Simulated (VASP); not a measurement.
# LiCl (I4/mmm) in VASP: notebook

LiCl is run at these levels: PBE; tasks: single point.

Program: VASP 6.6.1. These are calculated values, not measurements. Logs are shortened: lines on timing, memory, paths and dates and some standing lists are left out, and cuts for length are marked.

## Step 1: The cell of the first run

The structure is tetragonal, space group I4/mmm (No. 139). The conventional cell has a = 3.573 Å, b = 3.573 Å, c = 5.130 Å, α = 90.00°, β = 90.00°, γ = 90.00°. Li (site symmetry 4/mmm) has 6 Cl at 2.53 to 2.56 Å within 3.3 Å. Within 3.3 Å of Cl (site symmetry 4/mmm) lie 6 Li at 2.53 to 2.56 Å.

## Step 2: Single point, PBE (strain -0.015 along x and y, +0.000 along z)

Input file INCAR:

```
SYSTEM = LiCl
ALGO = Normal
EDIFF = 1E-6
ENCUT = 520
GGA = PE
ISIF = 2
ISMEAR = 0
LASPH = .True.
LCHARG = .False.
LREAL = .False.
LWAVE = .False.
NBANDS = 12
NELM = 80
PREC = Accurate
SIGMA = 0.05
```

Input file KPOINTS:

```
k-points
0
Gamma
  8 8 8
  0 0 0
```

Input file POSCAR:

```
LiCl
1.0
    0.0000000000      2.5262886000      2.5647600000
    2.5262886000      0.0000000000      2.5647600000
    2.5262886000      2.5262886000      0.0000000000
Li Cl
1 1
Direct
    0.0000000000      0.0000000000      0.0000000000
    0.5000000000      0.5000000000      0.5000000000
```

Potentials or basis: VASP PAW PBE potentials, release 64 (Li_sv, Cl).

The run is started by

```console
$ cat potpaw_PBE.64/Li_sv/POTCAR potpaw_PBE.64/Cl/POTCAR > POTCAR
$ mpirun -np 1 vasp_std > vasp.out
```

OUTCAR:

```text
SYSTEM = LiCl
   EDIFF = 1E-6
   ENCUT = 520
   GGA = PE
   ISIF = 2
   ISMEAR = 0
   LASPH = .True.
   LREAL = .False.
   NELM = 80
   PREC = Accurate

 ion  position               nearest neighbor table
   1  0.000  0.000  0.000-   2 2.53   2 2.53   2 2.53   2 2.53   2 2.56   2 2.56
   2  0.500  0.500  0.500-   1 2.53   1 2.53   1 2.53   1 2.53   1 2.56   1 2.56

  LATTYP: Found a body centered tetragonal cell.
 ALAT       =     3.5727116006
 C/A-ratio  =     1.4357498095

  Lattice vectors:

 A1 = (  -2.5262886000,   0.0000000000,   2.5647600000)
 A2 = (   2.5262886000,   0.0000000000,   2.5647600000)
 A3 = (   0.0000000000,   2.5262886000,  -2.5647600000)

Analysis of symmetry for initial positions (statically):
=====================================================================
 Subroutine PRICEL returns:
 Original cell was already a primitive cell.

 Routine SETGRP: Setting up the symmetry group for a
 body centered tetragonal supercell.

 Subroutine GETGRP returns: Found 16 space group operations
 (whereof 16 operations were pure point group operations)
 out of a pool of 16 trial point group operations.

The static configuration has the point symmetry D_4h.

Analysis of symmetry for dynamics (positions and initial velocities):
=====================================================================
 Subroutine PRICEL returns:
 Original cell was already a primitive cell.

 Routine SETGRP: Setting up the symmetry group for a
 body centered tetragonal supercell.

 Subroutine GETGRP returns: Found 16 space group operations
 (whereof 16 operations were pure point group operations)
 out of a pool of 16 trial point group operations.

The dynamic configuration has the point symmetry D_4h.

 Subroutine INISYM returns: Found 16 space group operations
 (whereof 16 operations are pure point group operations),
 and found     1 'primitive' translations

----------------------------------------------------------------------------------------

                                     Primitive cell

  volume of cell :      32.7373

  direct lattice vectors                    reciprocal lattice vectors
     0.000000000  2.526288600  2.564760000    -0.197918797  0.197918797  0.194950015
     2.526288600  0.000000000  2.564760000     0.197918797 -0.197918797  0.194950015
     2.526288600  2.526288600  0.000000000     0.197918797  0.197918797 -0.194950015

  length of vectors
     3.600017771  3.600017771  3.572711601     0.341099998  0.341099998  0.341099998

  position of ions in fractional coordinates (direct lattice)
     0.000000000  0.000000000  0.000000000
     0.500000000  0.500000000  0.500000000

  ion indices of the primitive-cell ions
   primitive index   ion index
                 1           1
                 2           2

----------------------------------------------------------------------------------------

 KPOINTS: k-points

Automatic generation of k-mesh.
 Grid dimensions read from file:
 generate k-points for:    8    8    8

 Generating k-lattice:

  Cartesian coordinates                     Fractional coordinates (reciprocal lattice)
    -0.024739850  0.024739850  0.024368752     0.125000000  0.000000000  0.000000000
     0.024739850 -0.024739850  0.024368752     0.000000000  0.125000000  0.000000000
     0.024739850  0.024739850 -0.024368752    -0.000000000 -0.000000000  0.125000000

  Length of vectors
     0.042637500  0.042637500  0.042637500

  Shift w.r.t. Gamma in fractional coordinates (k-lattice)
     0.000000000  0.000000000  0.000000000

 Subroutine IBZKPT returns following result:
 ===========================================

 Found     59 irreducible k-points:

 Following reciprocal coordinates:
            Coordinates               Weight
  0.000000  0.000000  0.000000      1.000000
  0.125000  0.000000  0.000000      8.000000
  0.250000  0.000000  0.000000      8.000000
  0.375000  0.000000  0.000000      8.000000
  0.500000  0.000000  0.000000      4.000000
  0.125000  0.125000  0.000000      2.000000
[... 16 lines left out ...]
  0.250000  0.000000  0.125000     16.000000
  0.375000  0.000000  0.125000     16.000000
 [... further k-points ...]
   k-points           NKPTS =     59   k-points in BZ     NKDIM =     59   number of bands    NBANDS=     12
   number of dos      NEDOS =    301   number of ions     NIONS =      2
   total plane-waves  NPLWV =  21952
   dimension x,y,z NGX =    28 NGY =   28 NGZ =   28
   dimension x,y,z NGXF=    56 NGYF=   56 NGZF=   56
   ions per type =               1   1
   NGX,Y,Z   is equivalent  to a cutoff of  12.93, 12.93, 13.03 a.u.
   NGXF,Y,Z  is equivalent  to a cutoff of  25.86, 25.86, 26.06 a.u.
 SYSTEM =  LiCl
   PREC   = accura    normal or accurate (medium, high low for compatibility)
   ISTART =      0    job   : 0-new  1-cont  2-samecut
   ICHARG =      2    charge: 1-file 2-atom 10-const
   ISPIN  =      1    spin polarized calculation?
   LNONCOLLINEAR =      F non collinear calculations
   LSORBIT =      F    spin-orbit coupling
   LASPH  =      T    aspherical Exc in radial PAW
   ENCUT  =  520.0 eV  38.22 Ry    6.18 a.u.   6.69  6.69  6.64*2*pi/ulx,y,z
   NELM   =     80;   NELMIN=  2; NELMDL= -5     # of ELM steps
   EDIFF  = 0.1E-05   stopping-criterion for ELM
   LREAL  =      F    real-space projection
   EDIFFG = 0.1E-04   stopping-criterion for IOM
   NSW    =      0    number of steps for IOM
   IBRION =     -1    ionic relax: 0-MD 1-quasi-New 2-CG
   NFREE  =      0    steps in history (QN), initial steepest desc. (CG)
   ISIF   =      2    stress and relaxation
   ISYM   =      2    0-nonsym 1-usesym 2-fastsym
   POTIM  = 0.5000    time-step for ionic-motion
   TEBEG  =    0.0;   TEEND  =   0.0 temperature during run
   PSTRESS=    0.0 pullay stress
   NELECT =      10.0000    total number of electrons
   NUPDOWN=      -1.0000    fix difference up-down
   EMIN   =  10.00;   EMAX   =-10.00  energy-range for DOS
   EFERMI =   0.00;   METHOD = LEGACY
   ISMEAR =     0;   SIGMA  =   0.05  broadening in eV -4-tet -1-fermi 0-gaus
   EFERMI_NEDOS =   21; number of points for ismear=-14 and -15
   IALGO  =     38    algorithm
   IMIX   =      4    mixing-type and parameters
     AMIX     =   0.40;   BMIX     =  1.00
     AMIX_MAG =   1.60;   BMIX_MAG =  1.00
  volume/ion in A,a.u.               =      16.37       110.46
  Fermi-wavevector in a.u.,A,eV,Ry     =   1.102539  2.083497 16.539136  1.215592
  Thomas-Fermi vector in A             =   2.238983
   LORBIT       =      0    0 simple, 1 ext, 2 COOP (PROOUT), +10 PAW based schemes
   GGA     = PE    functional components
   LHFCALC =     F    Hartree Fock is set to
   AEXX    =    0.0000 exact exchange contribution
   IVDW    =     0    specifies the selected vdW correction
   LEPSILON=     F    determine dielectric tensor
   LRPA    =     F    only Hartree local field effects (RPA)
 non-spin polarized calculation
 Gauss-broadening in eV      SIGMA  =   0.05
  energy-cutoff  :      520.00
  volume of cell :       32.74
 maximum number of plane-waves:       899
   NGX = 13   NGY = 13   NGZ = 13

 number of electron      10.0000000 magnetization

 number of electron       9.9999998 magnetization

 Free energy of the ion-electron system (eV)
  ---------------------------------------------------
  ext. energy  EPLUGINS =         0.00000000
  ---------------------------------------------------
  free energy    TOTEN  =        -7.37946511 eV

  energy without entropy =       -7.37946511  energy(sigma->0) =       -7.37946511

 E-fermi :   1.1037     XC(G=0):  -8.8618

 val. band max:        0.8370784027   @ k =   0.0000   0.0000   0.0000
 cond. band min:       7.3283893724   @ k =   0.0000   0.0000   0.0000
 fundamental gap:      6.4913109697
 Fermi energy:         1.1037012135

 k-point     1 :       0.0000    0.0000    0.0000
  band No.  band energies     occupation
      1     -42.6604      2.00000
      2     -12.6952      2.00000
      3       0.7962      2.00000
      4       0.7962      2.00000
      5       0.8371      2.00000
      6       7.3284      0.00000
      7      12.6850      0.00000
      8      12.8195      0.00000
      9      12.8195      0.00000
     10      15.3163      0.00000
     11      15.4009      0.00000
     12      15.6297      0.00000

 k-point     2 :       0.1250    0.0000    0.0000
  band No.  band energies     occupation
      1     -42.6600      2.00000
      2     -12.6147      2.00000
      3       0.2618      2.00000
      4       0.7583      2.00000
      5       0.7756      2.00000
      6       7.7889      0.00000
      7      12.0040      0.00000
      8      12.6190      0.00000
      9      12.7686      0.00000
     10      13.9402      0.00000
     11      14.0357      0.00000
     12      15.9851      0.00000

 k-point     3 :       0.2500    0.0000    0.0000
  band No.  band energies     occupation
      1     -42.6588      2.00000
      2     -12.4091      2.00000
      3      -0.8355      2.00000
      4       0.6640      2.00000
      5       0.6720      2.00000
      6       8.1498      0.00000
      7      11.4628      0.00000
      8      11.6235      0.00000
      9      11.9339      0.00000
     10      14.8385      0.00000
     11      14.8408      0.00000
     12      16.5706      0.00000
[... 286 lines left out ...]
 k-point    23 :       0.2500    0.0000    0.1250
  band No.  band energies     occupation
      1     -42.6589      2.00000
      2     -12.4183      2.00000
      3      -0.5379      2.00000
      4       0.4426      2.00000
      5       0.5254      2.00000
      6       8.7185      0.00000
      7      11.1079      0.00000
      8      11.2493      0.00000
      9      12.4705      0.00000
     10      13.6368      0.00000
     11      15.8038      0.00000
     12      17.2308      0.00000

 k-point    24 :       0.3750    0.0000    0.1250
  band No.  band energies     occupation
      1     -42.6577      2.00000
      2     -12.1939      2.00000
      3      -1.4812      2.00000
      4       0.3338      2.00000
      5       0.3506      2.00000
      6       8.5637      0.00000
      7      10.4347      0.00000
      8      11.4912      0.00000
      9      12.0345      0.00000
     10      15.1390      0.00000
     11      17.2829      0.00000
     12      18.0624      0.00000

 [... further k-points ...]
[... 5 lines left out ...]
  --------------------------------------------------------------------------------------
  -------------------------------------------------------------------------------------
  Total        0.3235981      0.3235981      0.2031208      0.0000000     -0.0000000      0.0000000
  in kB       15.8370360     15.8370360      9.9408246      0.0000000     -0.0000000      0.0000000
  external PRESSURE =      13.8716322 kB  Pullay stress =       0.0000000 kB

 VOLUME and BASIS-vectors are now :
 -----------------------------------------------------------------------------
  energy-cutoff  :      520.00
  volume of cell :       32.74
      direct lattice vectors                 reciprocal lattice vectors
     0.000000000  2.526288600  2.564760000    -0.197918797  0.197918797  0.194950015
     2.526288600  0.000000000  2.564760000     0.197918797 -0.197918797  0.194950015
     2.526288600  2.526288600  0.000000000     0.197918797  0.197918797 -0.194950015

 POSITION                                       TOTAL-FORCE (eV/Angst)
 -----------------------------------------------------------------------------------
      0.00000      0.00000      0.00000        -0.000000      0.000000      0.000000
      2.52629      2.52629      2.56476         0.000000     -0.000000     -0.000000
 -----------------------------------------------------------------------------------
    total drift:                                0.000000      0.000000      0.000000

  FREE ENERGIE OF THE ION-ELECTRON SYSTEM (eV)
  ---------------------------------------------------
  free  energy   TOTEN  =        -7.3794651109 eV

  energy  without entropy=       -7.3794651109  energy(sigma->0) =       -7.37946511
```

Wall time 15 s (1 thread of Intel Xeon Platinum 8375C at 2.90GHz (Ice Lake), shared host); peak memory 0.15 GiB.

What came out:

```
Free energy            : -7.3795 eV
Band gap on the k mesh : 6.49 eV, direct
```

Caveat: the cell differs from its parent crystal (strain -0.015 along x and y, +0.000 along z); the cutoff is under 1.25 times the usual one of these potentials, so pressure, stress and relaxed cells hold a basis-set (Pulay) error.

## Step 3: Single point, PBE (strain +0.000 along x and y, -0.015 along z)

Input file INCAR:

```
SYSTEM = LiCl
ALGO = Normal
EDIFF = 1E-6
ENCUT = 520
GGA = PE
ISIF = 2
ISMEAR = 0
LASPH = .True.
LCHARG = .True.
LELF = .True.
LREAL = .False.
LVHAR = .True.
LWAVE = .False.
NBANDS = 12
NELM = 60
PREC = Accurate
SIGMA = 0.05
```

KPOINTS is that of step 2.

Input file POSCAR:

```
LiCl
1.0
    0.0000000000      2.5647600000      2.5262886000
    2.5647600000      0.0000000000      2.5262886000
    2.5647600000      2.5647600000      0.0000000000
Li Cl
1 1
Direct
    0.0000000000      0.0000000000      0.0000000000
    0.5000000000      0.5000000000      0.5000000000
```

Potentials or basis: VASP PAW PBE potentials, release 64 (Li_sv, Cl).

The run is started by

```console
$ cat potpaw_PBE.64/Li_sv/POTCAR potpaw_PBE.64/Cl/POTCAR > POTCAR
$ mpirun -np 1 vasp_std > vasp.out
```

It took 16 s on 1 thread of Intel Xeon Platinum 8375C at 2.90GHz (Ice Lake), shared host; peak memory 0.16 GiB.

Results (log left out):

- Free energy: -7.3832 eV
- Band gap on the k mesh: 6.41 eV, direct

Levels at points of the mesh, in eV from the valence-band top:
```tsv
k point	band 1	band 2	band 3	band 4	band 5	band 6	band 7	band 8	band 9	band 10
(0.00, 0.00, 0.00)	-43.51	-13.46	-0.04	0.00	0.00	6.41	11.89	11.89	12.03	14.50
(0.50, 0.00, 0.00)	-43.51	-12.88	-2.89	-0.30	-0.26	6.76	9.43	9.56	13.12	17.00
(0.50, 0.50, 0.00)	-43.51	-12.60	-2.98	-1.17	-1.17	7.89	8.21	12.70	14.15	14.15
(0.50, 0.00, 0.50)	-43.51	-12.63	-2.98	-1.18	-1.08	7.92	8.28	12.48	14.10	14.42
```

Caveat: the cell differs from its parent crystal (strain +0.000 along x and y, -0.015 along z); the cutoff is under 1.25 times the usual one of these potentials, so pressure, stress and relaxed cells hold a basis-set (Pulay) error.
